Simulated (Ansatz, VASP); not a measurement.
**One calculation of Re, two programs**

File INCAR:

```
PREC = Accurate ; ENCUT = 520
EDIFF = 1E-7 ; ISMEAR = -1
SIGMA = 0.03 ; LREAL = F
LASPH = T ; NELM = 100
ALGO = Normal ; ISIF = 2
LWAVE = F ; LCHARG = F
NBANDS = 10
```

File KPOINTS:

```
regular mesh
0
Gamma
  14 14 14
```

File POSCAR:

```
Re
1.0
    0.0000000000      1.9945557272      1.9945557272
    1.9945557272      0.0000000000      1.9945557272
    1.9945557272      1.9945557272      0.0000000000
Re
1
Direct
    0.0000000000      0.0000000000      0.0000000000
```

Input for Ansatz:

```yaml
crystal:
  lattice:
    - [0.0, 1.9945557272, 1.9945557272]
    - [1.9945557272, 0.0, 1.9945557272]
    - [1.9945557272, 1.9945557272, 0.0]
  atoms:
    - { symbol: Re, position: [0.0, 0.0, 0.0] }
kpoints:
  mp_grid: { grid: [14, 14, 14] }
scf:
  occupations: { method: fermi_dirac, width: 0.03 }
hamiltonian:
  xc: lda
  pseudopotentials: { kind: all_electron, lapw: { basis_error: 0.001 } }
output:
  forces: true
  stress: true
  eigenvalues: true
```

Change from the starting cell: volume scaled by 1.03.

Alike in both runs: task single point; functional LDA; k mesh 14 × 14 × 14; occupations fermi-dirac, width 0.03 eV; no spin polarisation.

|  | VASP | Ansatz |
| --- | --- | --- |
| version | VASP 6.6.1 | Ansatz 0.2.0 |
| potentials or method | VASP PAW LDA potentials, release 64 (Re), cutoff 520 eV | all-electron LAPW, scalar-relativistic |

Ansatz gave:

* pressure (GPa): -31.8

Estimate VASP's values.

pressure (GPa): -31.4.

LDA's correlation is that of Perdew and Zunger in VASP and of Perdew and Wang (1992) in Ansatz. Both programs put the cell under strong tension, so it lies far from rest at this level. Ansatz ran all-electron here, and VASP with PAW potentials.

Neither program's run includes spin-orbit coupling. Noted on VASP's run: the cell as given lies far from equilibrium.
